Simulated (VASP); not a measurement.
# Zn (P6_3/mmc) in VASP: notebook

The runs below take Zn through electric field gradients, with PBEsol.

Everything below comes from runs of VASP 6.6.1. Logs are shortened: lines on timing, memory, paths and dates and some standing lists are left out, and cuts for length are marked.

### 1 The cell of the first run

The structure is hexagonal, space group P6_3/mmc (No. 194). The conventional cell has a = 2.647 Å, b = 2.647 Å, c = 4.913 Å, α = 90.00°, β = 90.00°, γ = 120.00°. Zn (site symmetry -6m2) has 12 Zn at 2.65 to 2.89 Å within 3.5 Å.

### 2 Electric field gradients, PBEsol (volume scaled by 0.98)

INCAR

```
ALGO = Normal
EDIFF = 1E-8
ENCUT = 520
GGA = PS
ISIF = 2
ISMEAR = -1
LASPH = T
LCHARG = F
LEFG = T
LREAL = F
LWAVE = F
NBANDS = 19
NELM = 100
PREC = Accurate
SIGMA = 0.03
```

KPOINTS

```
k-points
0
Gamma
  18 18 8
```

POSCAR

```
Zn
1.0
    2.6469129636      0.0000000000      0.0000000000
   -1.3234564818      2.2922938681      0.0000000000
    0.0000000000      0.0000000000      4.9134996708
Zn
2
Direct
    0.3333333333      0.6666666667      0.2500000000
    0.6666666667      0.3333333333      0.7500000000
```

Potentials or basis: VASP PAW PBE potentials, release 64 (Zn).

Launch:

```
$ cat potpaw_PBE.64/Zn/POTCAR > POTCAR
$ mpirun -np 1 vasp_std > vasp.out
```

OUTCAR:

```text
EDIFF = 1E-8
   ENCUT = 520
   GGA = PS
   ISIF = 2
   ISMEAR = -1
   LASPH = T
   LREAL = F
   NELM = 100
   PREC = Accurate

 ion  position               nearest neighbor table
   1  0.333  0.667  0.250-   2 2.89   2 2.89   2 2.89   2 2.89   2 2.89   2 2.89
   2  0.667  0.333  0.750-   1 2.89   1 2.89   1 2.89   1 2.89   1 2.89   1 2.89

  LATTYP: Found a hexagonal cell.
 ALAT       =     2.6469129636
 C/A-ratio  =     1.8563132745

  Lattice vectors:

 A1 = (   2.6469129636,   0.0000000000,   0.0000000000)
 A2 = (  -1.3234564818,   2.2922938681,   0.0000000000)
 A3 = (   0.0000000000,   0.0000000000,   4.9134996708)

Analysis of symmetry for initial positions (statically):
=====================================================================
 Subroutine PRICEL returns:
 Original cell was already a primitive cell.

 Routine SETGRP: Setting up the symmetry group for a
 hexagonal supercell.

 Subroutine GETGRP returns: Found 24 space group operations
 (whereof 12 operations were pure point group operations)
 out of a pool of 24 trial point group operations.

The static configuration has the point symmetry D_3d.
 The point group associated with its full space group is D_6h.

Analysis of symmetry for dynamics (positions and initial velocities):
=====================================================================
 Subroutine PRICEL returns:
 Original cell was already a primitive cell.

 Routine SETGRP: Setting up the symmetry group for a
 hexagonal supercell.

 Subroutine GETGRP returns: Found 24 space group operations
 (whereof 12 operations were pure point group operations)
 out of a pool of 24 trial point group operations.

The dynamic configuration has the point symmetry D_3d.
 The point group associated with its full space group is D_6h.

 Subroutine INISYM returns: Found 24 space group operations
 (whereof 12 operations are pure point group operations),
 and found     1 'primitive' translations

----------------------------------------------------------------------------------------

                                     Primitive cell

  volume of cell :      29.8127

  direct lattice vectors                    reciprocal lattice vectors
[... 123 lines left out ...]
   NGX =  9   NGY =  9   NGZ = 19

 number of electron      24.0000013 magnetization

 Free energy of the ion-electron system (eV)
  ---------------------------------------------------
  ext. energy  EPLUGINS =         0.00000000
  ---------------------------------------------------
  free energy    TOTEN  =        -3.15593252 eV

  energy without entropy =       -3.15445294  energy(sigma->0) =       -3.15519273

 E-fermi :   3.2328     XC(G=0): -11.8067

 val. band max:        3.2052365381   @ k =   0.3333   0.2778   0.0000
 cond. band min:       3.2346564275   @ k =   0.3333   0.2222   0.2500
 fundamental gap:      0.0294198894
 Fermi energy:         3.2328019679

 k-point     1 :       0.0000    0.0000    0.0000
  band No.  band energies     occupation
      1      -7.4951      2.00000
      2      -5.5983      2.00000
      3      -4.8592      2.00000
      4      -4.6218      2.00000
      5      -4.6218      2.00000
      6      -4.5694      2.00000
[... 505 lines left out ...]
      6      -4.4735      2.00000
[... 11 lines left out ...]
     18      16.2526      0.00000
     19      17.5650      0.00000

 [... further k-points ...]

------------------------ aborting loop because EDIFF is reached ----------------------------------------

  FORCE on cell =-STRESS in cart. coord.  units (eV):
  Direction    XX          YY          ZZ          XY          YZ          ZX
  --------------------------------------------------------------------------------------
  -------------------------------------------------------------------------------------
  Total       -0.7770544     -0.7770544     -0.4938942      0.0000000     -0.0000000      0.0000000
  in kB      -41.7600597    -41.7600598    -26.5426075      0.0000000     -0.0000000      0.0000000
  external PRESSURE =     -36.6875757 kB  Pullay stress =       0.0000000 kB

 VOLUME and BASIS-vectors are now :
 -----------------------------------------------------------------------------
  energy-cutoff  :      520.00
  volume of cell :       29.81
      direct lattice vectors                 reciprocal lattice vectors
     2.646912964  0.000000000  0.000000000     0.377798595  0.218122121  0.000000000
    -1.323456482  2.292293868  0.000000000     0.000000000  0.436244242  0.000000000
     0.000000000  0.000000000  4.913499671     0.000000000  0.000000000  0.203520925

 POSITION                                       TOTAL-FORCE (eV/Angst)
 -----------------------------------------------------------------------------------
     -0.00000      1.52820      1.22837         0.000000      0.000000      0.000000
      1.32346      0.76410      3.68512        -0.000000      0.000000      0.000000
 -----------------------------------------------------------------------------------
    total drift:                               -0.000000      0.000000      0.000000

  FREE ENERGIE OF THE ION-ELECTRON SYSTEM (eV)
  ---------------------------------------------------
  free  energy   TOTEN  =        -3.1559325192 eV

  energy  without entropy=       -3.1544529434  energy(sigma->0) =       -3.15519273

 Electric field gradients (V/A^2)
---------------------------------------------------------------------
 ion       V_xx      V_yy      V_zz      V_xy      V_xz      V_yz
---------------------------------------------------------------------
   1     -18.147   -18.142    36.289     0.004     0.000    -0.000
   2     -18.147   -18.142    36.289     0.004    -0.000     0.000
---------------------------------------------------------------------

 Electric field gradients after diagonalization (V/A^2)
 (convention: |V_zz| > |V_xx| > |V_yy|)
----------------------------------------------------------------------
 ion       V_xx      V_yy      V_zz     asymmetry (V_yy - V_xx)/ V_zz
----------------------------------------------------------------------
   1     -18.149   -18.140    36.289       0.000
   2     -18.149   -18.140    36.289       0.000
----------------------------------------------------------------------

           NMR quadrupolar parameters

 Cq : quadrupolar parameter    Cq=e*Q*V_zz/h
 eta: asymmetry parameters     (V_yy - V_xx)/ V_zz
 Q  : nuclear electric quadrupole moment in mb (millibarn)
----------------------------------------------------------------------
 ion       Cq(MHz)       eta       Q (mb)
----------------------------------------------------------------------
   1       0.088       0.000       1.000
   2       0.088       0.000       1.000
----------------------------------------------------------------------
```

OSZICAR:

```text
N       E                     dE             d eps       ncg     rms          rms(c)
DAV:   1     0.112295127416E+03    0.11230E+03   -0.12340E+04  7294   0.200E+03
DAV:   2     0.163299044935E+01   -0.11066E+03   -0.10680E+03  7083   0.295E+02
DAV:   3    -0.342824366091E+01   -0.50612E+01   -0.50384E+01  7818   0.695E+01
DAV:   4    -0.345897209391E+01   -0.30728E-01   -0.30720E-01  7729   0.553E+00
DAV:   5    -0.345901009395E+01   -0.38000E-04   -0.38000E-04  7696   0.177E-01    0.431E+00
DAV:   6    -0.317630649396E+01    0.28270E+00   -0.11239E+00  7762   0.227E+01    0.313E+00
DAV:   7    -0.316277605211E+01    0.13530E-01   -0.40060E-02  9011   0.345E+00    0.164E+00
DAV:   8    -0.315596567662E+01    0.68104E-02   -0.20427E-03  9570   0.646E-01    0.537E-02
DAV:   9    -0.315592821772E+01    0.37459E-04   -0.22926E-04  9579   0.201E-01    0.356E-02
DAV:  10    -0.315593294575E+01   -0.47280E-05   -0.20088E-05  7312   0.377E-02    0.298E-03
DAV:  11    -0.315593277073E+01    0.17502E-06   -0.58149E-07  7988   0.129E-02    0.205E-03
DAV:  12    -0.315593250993E+01    0.26080E-06   -0.15950E-08  6647   0.207E-03    0.325E-04
DAV:  13    -0.315593251924E+01   -0.93105E-08   -0.38584E-09  3969   0.859E-04
   1 F= -.31559325E+01 E0= -.31551927E+01  d E =-.147958E-02
```

stdout:

```text
POSCAR found type information on POSCAR Zn
 POSCAR found :  1 types and       2 ions
 scaLAPACK will be used
 -----------------------------------------------------------------------------
|                                                                             |
|                                                                             |
|     You enforced a specific xc type in the INCAR file but a different       |
|     I HOPE YOU KNOW WHAT YOU ARE DOING!                                     |
|                                                                             |
 -----------------------------------------------------------------------------

 LDA part: xc-table for (Slater+PW92), standard interpolation
 POSCAR, INCAR and KPOINTS ok, starting setup
 FFT: planning ... GRIDC
 FFT: planning ... GRID_SOFT
 FFT: planning ... GRID
 WAVECAR not read
 entering main loop
ion   1

ion   2
```

Run time: 35 s. Hardware: 1 thread of Intel Xeon 6975P-C (Granite Rapids), shared host; peak memory 0.2 GiB.

What came out:

- Free energy: -3.1559 eV
- Pressure: -3.7 GPa
- Band gap on the k mesh: zero (band 12 reaches 4.71 eV, above the bottom of band 13 at 0.06 eV)

Stress tensor (GPa, compression positive):
```
-4.18  0.00  0.00
 0.00 -4.18  0.00
 0.00  0.00 -2.65
```

Electric field gradients, principal values (V/Å²):
| atom | least | middle | greatest (by size) |
| --- | --- | --- | --- |
| 1 Zn | -18.140 | -18.149 | 36.289 |
| 2 Zn | -18.140 | -18.149 | 36.289 |

Caveat: without QUAD_EFG the Cq values of the log hold for a quadrupole moment of 1 mb, not for the nuclei; the PAW data sets were made with another functional, which shifts forces and pressure a little.

### 3 Electric field gradients, PBEsol (volume scaled by 0.98)

INCAR

```
SYSTEM = Zn
PREC = Accurate
ENCUT = 520
EDIFF = 1E-8
ISMEAR = -1
SIGMA = 0.03
LREAL = .False.
LASPH = .True.
NELM = 100
ALGO = Normal
ISIF = 2
LWAVE = .False.
LCHARG = .False.
GGA = PS
LEFG = .True.
NBANDS = 19
```

KPOINTS

```
regular mesh
0
Gamma
  18 18 8
  0 0 0
```

POSCAR is that of step 2.

Potentials or basis: VASP PAW PBE potentials, release 64 (Zn).

Launch:

```
$ cat potpaw_PBE.64/Zn/POTCAR > POTCAR
$ mpirun -np 1 vasp_std > vasp.out
```

OUTCAR:

```text
SYSTEM = Zn
   PREC = Accurate
   ENCUT = 520
   EDIFF = 1E-8
   ISMEAR = -1
   LREAL = .False.
   LASPH = .True.
   NELM = 100
   ISIF = 2
   GGA = PS

 ion  position               nearest neighbor table
   1  0.333  0.667  0.250-   2 2.89   2 2.89   2 2.89   2 2.89   2 2.89   2 2.89
   2  0.667  0.333  0.750-   1 2.89   1 2.89   1 2.89   1 2.89   1 2.89   1 2.89

  LATTYP: Found a hexagonal cell.
 ALAT       =     2.6469129636
 C/A-ratio  =     1.8563132745

  Lattice vectors:

 A1 = (   2.6469129636,   0.0000000000,   0.0000000000)
 A2 = (  -1.3234564818,   2.2922938681,   0.0000000000)
[... 743 lines left out ...]
  free  energy   TOTEN  =        -3.1559325192 eV

  energy  without entropy=       -3.1544529434  energy(sigma->0) =       -3.15519273

 Electric field gradients (V/A^2)
---------------------------------------------------------------------
 ion       V_xx      V_yy      V_zz      V_xy      V_xz      V_yz
---------------------------------------------------------------------
   1     -18.147   -18.142    36.289     0.004     0.000    -0.000
   2     -18.147   -18.142    36.289     0.004    -0.000     0.000
---------------------------------------------------------------------

 Electric field gradients after diagonalization (V/A^2)
 (convention: |V_zz| > |V_xx| > |V_yy|)
----------------------------------------------------------------------
 ion       V_xx      V_yy      V_zz     asymmetry (V_yy - V_xx)/ V_zz
----------------------------------------------------------------------
   1     -18.149   -18.140    36.289       0.000
   2     -18.149   -18.140    36.289       0.000
----------------------------------------------------------------------

           NMR quadrupolar parameters

 Cq : quadrupolar parameter    Cq=e*Q*V_zz/h
 eta: asymmetry parameters     (V_yy - V_xx)/ V_zz
 Q  : nuclear electric quadrupole moment in mb (millibarn)
----------------------------------------------------------------------
 ion       Cq(MHz)       eta       Q (mb)
----------------------------------------------------------------------
   1       0.088       0.000       1.000
   2       0.088       0.000       1.000
----------------------------------------------------------------------
```

stdout:

```text
POSCAR found type information on POSCAR Zn
 POSCAR found :  1 types and       2 ions
 scaLAPACK will be used
 -----------------------------------------------------------------------------
|                                                                             |
|                                                                             |
|     You enforced a specific xc type in the INCAR file but a different       |
|     I HOPE YOU KNOW WHAT YOU ARE DOING!                                     |
|                                                                             |
 -----------------------------------------------------------------------------

 LDA part: xc-table for (Slater+PW92), standard interpolation
 POSCAR, INCAR and KPOINTS ok, starting setup
 FFT: planning ... GRIDC
 FFT: planning ... GRID_SOFT
 FFT: planning ... GRID
 WAVECAR not read
 entering main loop
ion   1

ion   2
```

Wall time 36 s (1 thread of Intel Xeon 6975P-C (Granite Rapids), shared host); peak memory 0.2 GiB.

What came out:

| Quantity | Value |
| --- | --- |
| Free energy | -3.1559 eV |
| Pressure | -3.7 GPa |
| Band gap on the k mesh | zero (band 12 reaches 4.71 eV, above the bottom of band 13 at 0.06 eV) |

Stress tensor (GPa, compression positive):
```
-4.18  0.00  0.00
 0.00 -4.18  0.00
 0.00  0.00 -2.65
```

Electric field gradients, principal values (V/Å²):
```tsv
atom	least	middle	greatest (by size)
1 Zn	-18.140	-18.149	36.289
2 Zn	-18.140	-18.149	36.289
```

Caveat: without QUAD_EFG the Cq values of the log hold for a quadrupole moment of 1 mb, not for the nuclei; the PAW data sets were made with another functional, which shifts forces and pressure a little.

(Part 1 of 2 ends here.)
